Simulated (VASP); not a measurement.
# BaAl2B4 (Cmmm) in VASP: further runs

Runs on BaAl2B4. Level: PBE. Tasks: single point, relaxation of cell and atoms.

Everything below comes from runs of VASP 6.6.1. Logs are shortened: lines on timing, memory, paths and dates and some standing lists are left out, and cuts for length are marked.

**1. The cell of the first run**

The structure is orthorhombic, space group Cmmm (No. 65). The conventional cell has a = 4.520 Å, b = 14.755 Å, c = 3.137 Å, α = 90.00°, β = 90.00°, γ = 90.00°. Ba (site symmetry mmm) has 6 B at 3.00 to 3.07 Å and 2 Ba at 3.14 Å and 8 Al at 3.74 Å within 4.0 Å. Al (site symmetry m2m) has 9 B at 2.26 to 2.80 Å within 3.0 Å. Within 2.3 Å of B (site symmetry m2m) lie 2 B at 1.65 Å and 3 Al at 2.26 to 2.29 Å. B (site symmetry m2m) has 2 B at 1.65 Å within 2.2 Å.

The cell was built from a structure type or drawn by symmetry, and may not be a known phase.

**2. Single point, PBE**

INCAR reads:

```
PREC = Accurate
ENCUT = 520
EDIFF = 1E-6
ISMEAR = 0
SIGMA = 0.1
LREAL = F
LASPH = T
NELM = 80
ALGO = Normal
ISIF = 2
LWAVE = F
LCHARG = F
GGA = PE
NBANDS = 23
```

KPOINTS reads:

```
Automatic mesh
0
Gamma
  4 4 6
```

POSCAR reads:

```
BaAl2B4
1.0
    2.2598232311     -7.3774510910      0.0000000000
    2.2598232311      7.3774510910      0.0000000000
    0.0000000000      0.0000000000      3.1365671041
Ba Al B
1 2 4
Direct
    0.0000000000      0.0000000000      0.0000000000
    0.6712718204      0.3287281796      0.5000000000
    0.3287281796      0.6712718204      0.5000000000
    0.8264329705      0.1735670295      0.5000000000
    0.1735670295      0.8264329705      0.5000000000
    0.7916598034      0.2083401966      0.0000000000
    0.2083401966      0.7916598034      0.0000000000
```

Potentials or basis: VASP PAW PBE potentials, release 64 (Ba_sv, Al, B).

Command:

```console
$ cat potpaw_PBE.64/Ba_sv/POTCAR potpaw_PBE.64/Al/POTCAR potpaw_PBE.64/B/POTCAR > POTCAR
$ mpirun -np 1 vasp_std > vasp.out
```

OUTCAR:

```text
PREC = Accurate
   ENCUT = 520
   EDIFF = 1E-6
   ISMEAR = 0
   LREAL = F
   LASPH = T
   NELM = 80
   ISIF = 2
   GGA = PE

 ion  position               nearest neighbor table
   1  0.000  0.000  0.000-   4 3.00   5 3.00   4 3.00   5 3.00   6 3.07   7 3.07   3 3.74   3 3.74
                             2 3.74   2 3.74   2 3.74   2 3.74   3 3.74   3 3.74
   2  0.671  0.329  0.500-   5 2.26   5 2.26   4 2.29   6 2.37   6 2.37   3 3.24   3 3.24   1 3.74
                             1 3.74   1 3.74   1 3.74
   3  0.329  0.671  0.500-   4 2.26   4 2.26   5 2.29   7 2.37   7 2.37   2 3.24   2 3.24   1 3.74
                             1 3.74   1 3.74   1 3.74
   4  0.826  0.174  0.500-   6 1.65   6 1.65   3 2.26   3 2.26   2 2.29   1 3.00   1 3.00
   5  0.174  0.826  0.500-   7 1.65   7 1.65   2 2.26   2 2.26   3 2.29   1 3.00   1 3.00
   6  0.792  0.208  0.000-   4 1.65   4 1.65   2 2.37   2 2.37   1 3.07
   7  0.208  0.792  0.000-   5 1.65   5 1.65   3 2.37   3 2.37   1 3.07

  LATTYP: Found a base centered orthorhombic cell.
 ALAT       =     4.5196464622
 B/A-ratio  =     3.2646142360
 C/A-ratio  =     0.6939850562

  Lattice vectors:

 A1 = (   2.2598232311,  -7.3774510910,   0.0000000000)
 A2 = (   2.2598232311,   7.3774510910,   0.0000000000)
 A3 = (   0.0000000000,   0.0000000000,   3.1365671041)

Analysis of symmetry for initial positions (statically):
=====================================================================
 Subroutine PRICEL returns:
 Original cell was already a primitive cell.

 Routine SETGRP: Setting up the symmetry group for a
 base centered orthorhombic supercell.

 Subroutine GETGRP returns: Found  8 space group operations
 (whereof  8 operations were pure point group operations)
 out of a pool of  8 trial point group operations.

The static configuration has the point symmetry D_2h.

Analysis of symmetry for dynamics (positions and initial velocities):
=====================================================================
 Subroutine PRICEL returns:
 Original cell was already a primitive cell.

 Routine SETGRP: Setting up the symmetry group for a
 base centered orthorhombic supercell.

 Subroutine GETGRP returns: Found  8 space group operations
 (whereof  8 operations were pure point group operations)
 out of a pool of  8 trial point group operations.

The dynamic configuration has the point symmetry D_2h.

 Subroutine INISYM returns: Found  8 space group operations
 (whereof  8 operations are pure point group operations),
 and found     1 'primitive' translations

----------------------------------------------------------------------------------------

                                     Primitive cell

  volume of cell :     104.5840

  direct lattice vectors                    reciprocal lattice vectors
     2.259823231 -7.377451091  0.000000000     0.221256244 -0.067774085  0.000000000
     2.259823231  7.377451091  0.000000000     0.221256244  0.067774085  0.000000000
     0.000000000  0.000000000  3.136567104     0.000000000  0.000000000  0.318819897

  length of vectors
     7.715801037  7.715801037  3.136567104     0.231403656  0.231403656  0.318819897

  position of ions in fractional coordinates (direct lattice)
     0.000000000  0.000000000  0.000000000
     0.671271820  0.328728180  0.500000000
     0.328728180  0.671271820  0.500000000
     0.826432971  0.173567029  0.500000000
     0.173567029  0.826432971  0.500000000
     0.791659803  0.208340197  0.000000000
     0.208340197  0.791659803  0.000000000

  ion indices of the primitive-cell ions
   primitive index   ion index
                 1           1
                 2           2
                 3           3
                 4           4
                 5           5
                 6           6
                 7           7

----------------------------------------------------------------------------------------

 KPOINTS: Automatic mesh

Automatic generation of k-mesh.
 Grid dimensions read from file:
 generate k-points for:    4    4    6

 Generating k-lattice:

  Cartesian coordinates                     Fractional coordinates (reciprocal lattice)
     0.055314061 -0.016943521  0.000000000     0.250000000  0.000000000  0.000000000
     0.055314061  0.016943521  0.000000000     0.000000000  0.250000000  0.000000000
     0.000000000  0.000000000  0.053136649     0.000000000  0.000000000  0.166666667

  Length of vectors
     0.057850914  0.057850914  0.053136649

  Shift w.r.t. Gamma in fractional coordinates (k-lattice)
     0.000000000  0.000000000  0.000000000

 Subroutine IBZKPT returns following result:
 ===========================================

 Found     28 irreducible k-points:

 Following reciprocal coordinates:
            Coordinates               Weight
  0.000000  0.000000  0.000000      1.000000
  0.250000 -0.000000  0.000000      4.000000
  0.500000 -0.000000  0.000000      2.000000
  0.250000  0.250000  0.000000      2.000000
  0.500000  0.250000  0.000000      4.000000
 -0.250000  0.250000  0.000000      2.000000
[... 16 lines left out ...]
  0.250000 -0.000000  0.500000      4.000000
  0.500000 -0.000000  0.500000      2.000000
 [... further k-points ...]
   k-points           NKPTS =     28   k-points in BZ     NKDIM =     28   number of bands    NBANDS=     23
   number of dos      NEDOS =    301   number of ions     NIONS =      7
   total plane-waves  NPLWV =  86400
   dimension x,y,z NGX =    60 NGY =   60 NGZ =   24
   dimension x,y,z NGXF=   120 NGYF=  120 NGZF=   48
   ions per type =               1   2   4
   NGX,Y,Z   is equivalent  to a cutoff of  12.93, 12.93, 12.72 a.u.
   NGXF,Y,Z  is equivalent  to a cutoff of  25.86, 25.86, 25.44 a.u.
 SYSTEM =  unknown system
   PREC   = accura    normal or accurate (medium, high low for compatibility)
   ISTART =      0    job   : 0-new  1-cont  2-samecut
   ICHARG =      2    charge: 1-file 2-atom 10-const
   ISPIN  =      1    spin polarized calculation?
   LNONCOLLINEAR =      F non collinear calculations
   LSORBIT =      F    spin-orbit coupling
   LASPH  =      T    aspherical Exc in radial PAW
   ENCUT  =  520.0 eV  38.22 Ry    6.18 a.u.  14.35 14.35  5.83*2*pi/ulx,y,z
   NELM   =     80;   NELMIN=  2; NELMDL= -5     # of ELM steps
   EDIFF  = 0.1E-05   stopping-criterion for ELM
   LREAL  =      F    real-space projection
   EDIFFG = 0.1E-04   stopping-criterion for IOM
   NSW    =      0    number of steps for IOM
   IBRION =     -1    ionic relax: 0-MD 1-quasi-New 2-CG
   NFREE  =      0    steps in history (QN), initial steepest desc. (CG)
   ISIF   =      2    stress and relaxation
   ISYM   =      2    0-nonsym 1-usesym 2-fastsym
   POTIM  = 0.5000    time-step for ionic-motion
   TEBEG  =    0.0;   TEEND  =   0.0 temperature during run
   PSTRESS=    0.0 pullay stress
   NELECT =      28.0000    total number of electrons
   NUPDOWN=      -1.0000    fix difference up-down
   EMIN   =  10.00;   EMAX   =-10.00  energy-range for DOS
   EFERMI =   0.00;   METHOD = LEGACY
   ISMEAR =     0;   SIGMA  =   0.10  broadening in eV -4-tet -1-fermi 0-gaus
   EFERMI_NEDOS =   21; number of points for ismear=-14 and -15
   IALGO  =     38    algorithm
   IMIX   =      4    mixing-type and parameters
     AMIX     =   0.40;   BMIX     =  1.00
     AMIX_MAG =   1.60;   BMIX_MAG =  1.00
  volume/ion in A,a.u.               =      14.94       100.82
  Fermi-wavevector in a.u.,A,eV,Ry     =   1.055129  1.993905 15.147339  1.113298
  Thomas-Fermi vector in A             =   2.190316
   LORBIT       =      0    0 simple, 1 ext, 2 COOP (PROOUT), +10 PAW based schemes
   GGA     = PE    functional components
   LHFCALC =     F    Hartree Fock is set to
   AEXX    =    0.0000 exact exchange contribution
   IVDW    =     0    specifies the selected vdW correction
   LEPSILON=     F    determine dielectric tensor
   LRPA    =     F    only Hartree local field effects (RPA)
 non-spin polarized calculation
 Gauss-broadening in eV      SIGMA  =   0.10
  energy-cutoff  :      520.00
  volume of cell :      104.58
 maximum number of plane-waves:      2846
 NGX is ok and might be reduce to    60
   NGX = 29   NGY = 29   NGZ = 11

 number of electron      28.0000001 magnetization

 Free energy of the ion-electron system (eV)
  ---------------------------------------------------
  ext. energy  EPLUGINS =         0.00000000
  ---------------------------------------------------
  free energy    TOTEN  =       -34.86896057 eV

  energy without entropy =      -34.85548191  energy(sigma->0) =      -34.86222124

 E-fermi :   5.5131     XC(G=0): -10.0620

 val. band max:        5.4820025077   @ k =   0.5000  -0.0000   0.0000
 cond. band min:       5.5259148425   @ k =   0.5000  -0.0000   0.0000
 fundamental gap:      0.0439123349
 Fermi energy:         5.5131391588

 k-point     1 :       0.0000    0.0000    0.0000
  band No.  band energies     occupation
      1     -22.9558      2.00000
      2      -8.5264      2.00000
      3      -8.0168      2.00000
      4      -7.6056      2.00000
      5      -6.3631      2.00000
      6      -3.6884      2.00000
[... 15 lines left out ...]
     22      11.5108      0.00000
     23      11.8463      0.00000

 k-point     2 :       0.2500   -0.0000    0.0000
  band No.  band energies     occupation
      1     -22.9491      2.00000
      2      -8.5274      2.00000
      3      -8.1781      2.00000
      4      -7.1523      2.00000
      5      -6.3571      2.00000
      6      -4.4323      2.00000
[... 15 lines left out ...]
     22      11.3427      0.00000
     23      11.4292      0.00000
[... 544 lines left out ...]
     22       9.1467      0.00000
     23      10.6242      0.00000

 k-point    24 :       0.5000   -0.0000    0.5000
  band No.  band energies     occupation
      1     -22.3183      2.00000
      2      -9.9879      2.00000
      3      -7.6509      2.00000
      4      -7.6376      2.00000
      5      -3.7697      2.00000
      6      -3.6751      2.00000
[... 15 lines left out ...]
     22      10.6879      0.00000
     23      11.1026      0.00000

 [... further k-points ...]

------------------------ aborting loop because EDIFF is reached ----------------------------------------

  FORCE on cell =-STRESS in cart. coord.  units (eV):
  Direction    XX          YY          ZZ          XY          YZ          ZX
  --------------------------------------------------------------------------------------
  -------------------------------------------------------------------------------------
  Total       -0.0050895      0.7089052      0.8804946      0.0000000      0.0000000      0.0000000
  in kB       -0.0779694     10.8600882     13.4887555      0.0000000      0.0000000      0.0000000
  external PRESSURE =       8.0902914 kB  Pullay stress =       0.0000000 kB

 VOLUME and BASIS-vectors are now :
 -----------------------------------------------------------------------------
  energy-cutoff  :      520.00
  volume of cell :      104.58
      direct lattice vectors                 reciprocal lattice vectors
     2.259823231 -7.377451091  0.000000000     0.221256244 -0.067774085  0.000000000
     2.259823231  7.377451091  0.000000000     0.221256244  0.067774085  0.000000000
     0.000000000  0.000000000  3.136567104     0.000000000  0.000000000  0.318819897

 POSITION                                       TOTAL-FORCE (eV/Angst)
 -----------------------------------------------------------------------------------
      0.00000      0.00000      0.00000        -0.000000      0.000000      0.000000
      2.25982     -2.52710      1.56828         0.000000     -0.028068      0.000000
      2.25982      2.52710      1.56828         0.000000      0.028068      0.000000
      2.25982     -4.81649      1.56828         0.000000      0.083714      0.000000
      2.25982      4.81649      1.56828         0.000000     -0.083714     -0.000000
      2.25982     -4.30341      0.00000         0.000000      0.004946      0.000000
      2.25982      4.30341      0.00000         0.000000     -0.004946      0.000000
 -----------------------------------------------------------------------------------
    total drift:                                0.000000      0.000000      0.000000

  FREE ENERGIE OF THE ION-ELECTRON SYSTEM (eV)
  ---------------------------------------------------
  free  energy   TOTEN  =       -34.8689605716 eV

  energy  without entropy=      -34.8554819096  energy(sigma->0) =      -34.86222124
```

Run time: 62 s. Hardware: 1 thread of AMD EPYC 9R45 (Zen 5), shared host; peak memory 0.28 GiB.

What came out:

| Quantity | Value |
| --- | --- |
| Free energy | -34.8690 eV |
| Pressure | 0.8 GPa |
| Largest force | 0.084 eV/Å |
| Band gap on the k mesh | zero (bands 14 and 15 overlap by 2.26 eV) |

Forces in eV/Å, atoms in the order of the input:
```
Ba   0.000  0.000  0.000
Al   0.000 -0.028  0.000
Al   0.000  0.028  0.000
B    0.000  0.084  0.000
B    0.000 -0.084  0.000
B    0.000  0.005  0.000
B    0.000 -0.005  0.000
```

Caveat: the k points lie up to 0.36 Å⁻¹ apart, too coarse for converged energies and pressures of a metal; spin-orbit coupling is left out, which moves the levels of the heavy elements.

**3. Single point, PBE**

This run uses another cell than the first one, of 13.50 Å³/atom.

INCAR reads:

```
ALGO = Normal
EDIFF = 1E-7
ENCUT = 520
GGA = PE
ISIF = 2
ISMEAR = 0
LASPH = True
LCHARG = False
LREAL = False
LWAVE = False
NBANDS = 23
NELM = 100
PREC = Accurate
SIGMA = 0.1
```

KPOINTS reads:

```
k-points
0
Gamma
  6 6 4
```

POSCAR reads:

```
BaAl2B4
1.0
    1.9196010100     -6.4810170400      0.0000000000
    1.9196010100      6.4810170400      0.0000000000
    0.0000000000      0.0000000000      3.7982354900
Ba Al B
1 2 4
Direct
    0.0000000000      0.0000000000      0.0000000000
    0.5892710100      0.4107289900      0.5000000000
    0.4107289900      0.5892710100      0.5000000000
    0.8103389900      0.1896610100      0.5000000000
    0.1896610100      0.8103389900      0.5000000000
    0.6961080000      0.3038920000      0.0000000000
    0.3038920000      0.6961080000      0.0000000000
```

Potentials or basis: VASP PAW PBE potentials, release 64 (Ba_sv, Al, B).

Command:

```console
$ cat potpaw_PBE.64/Ba_sv/POTCAR potpaw_PBE.64/Al/POTCAR potpaw_PBE.64/B/POTCAR > POTCAR
$ mpirun -np 1 vasp_std > vasp.out
```

It took 76 s on 1 thread of AMD EPYC 9R45 (Zen 5), shared host; peak memory 0.27 GiB.

The run converged. Its results:

* Free energy: -26.9781 eV
* Pressure: 3.3 GPa
* Largest force: 5.222 eV/Å
* Band gap on the k mesh: zero (bands 14 and 15 overlap by 2.08 eV)

Forces in eV/Å, atoms in the order of the input:
```
Ba   0.000  0.000  0.000
Al   0.000 -5.222  0.000
Al   0.000  5.222  0.000
B    0.000  1.253  0.000
B    0.000 -1.253  0.000
B    0.000 -1.543  0.000
B    0.000  1.543  0.000
```

Stress tensor (GPa, compression positive):
```
 7.41  0.00  0.00
 0.00 -4.20  0.00
 0.00  0.00  6.80
```

Levels at points of the mesh, in eV from the Fermi level:
| k point | band 10 | band 11 | band 12 | band 13 | band 14 | band 15 | band 16 | band 17 | band 18 | band 19 |
| --- | --- | --- | --- | --- | --- | --- | --- | --- | --- | --- |
| (0.00, 0.00, 0.00) | -3.45 | -2.92 | -1.60 | -0.84 | -0.70 | -0.31 | 0.64 | 2.56 | 2.58 | 3.00 |
| (0.50, 0.00, 0.00) | -3.12 | -2.06 | -1.52 | -0.78 | -0.55 | -0.31 | -0.23 | -0.05 | 2.20 | 2.21 |
| (0.50, 0.50, 0.00) | -3.54 | -3.22 | -2.50 | -1.05 | -0.84 | -0.07 | 0.75 | 2.26 | 2.79 | 3.14 |
| (0.00, 0.00, 0.50) | -3.22 | -2.07 | -1.52 | -1.30 | -1.05 | -0.53 | 0.14 | 1.24 | 2.36 | 2.74 |
| (0.50, 0.00, 0.50) | -4.32 | -4.25 | -3.93 | -2.72 | 0.27 | 1.03 | 1.44 | 2.98 | 4.47 | 5.00 |
| (0.50, 0.50, 0.50) | -2.69 | -2.60 | -1.20 | -1.06 | -0.96 | -0.79 | 0.08 | 0.27 | 0.63 | 1.77 |

Caveat: the k points lie up to 0.41 Å⁻¹ apart, too coarse for converged energies and pressures of a metal; spin-orbit coupling is left out, which moves the levels of the heavy elements; forces of over 1 eV/Å act on the atoms, so gaps and moduli don't describe the material at rest.

[end of part 1 of 2]
